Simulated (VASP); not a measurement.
Crystal: GaS.

```
Ga S
1.0
     3.58500    0.00000    0.00000
    -1.79250    3.10470    0.00000
     0.00000    0.00000   15.50000
Ga S
4 4
Direct
  0.66667 0.33333 0.83000
  0.33333 0.66667 0.33000
  0.66667 0.33333 0.67000
  0.33333 0.66667 0.17000
  0.66667 0.33333 0.40000
  0.33333 0.66667 0.90000
  0.66667 0.33333 0.10000
  0.33333 0.66667 0.60000
```

Base run:

| Item | Value |
| --- | --- |
| Program | VASP 6.6.1 |
| Functional | PBE |
| Dispersion | D2 |
| Potentials or basis | VASP PAW PBE potentials, release 64 (Ga_d, S) |
| Cutoff | 520 eV |
| k mesh | 6 × 6 × 2 |
| Occupations | gaussian, width 0.02 eV |
| Spin | no spin polarisation |

Its results: band gap on the k mesh 1.59 eV (least direct gap 1.66 eV); pressure -0.6 GPa; largest force 0.327 eV/Å.

Task: The run is repeated on the same cell with these changes: dispersion from D2 to TS. What comes out?

Result: Band gap on the k mesh 1.59 eV (least direct gap 1.66 eV); pressure 0.9 GPa; largest force 0.221 eV/Å.

A k mesh can miss the band edges.
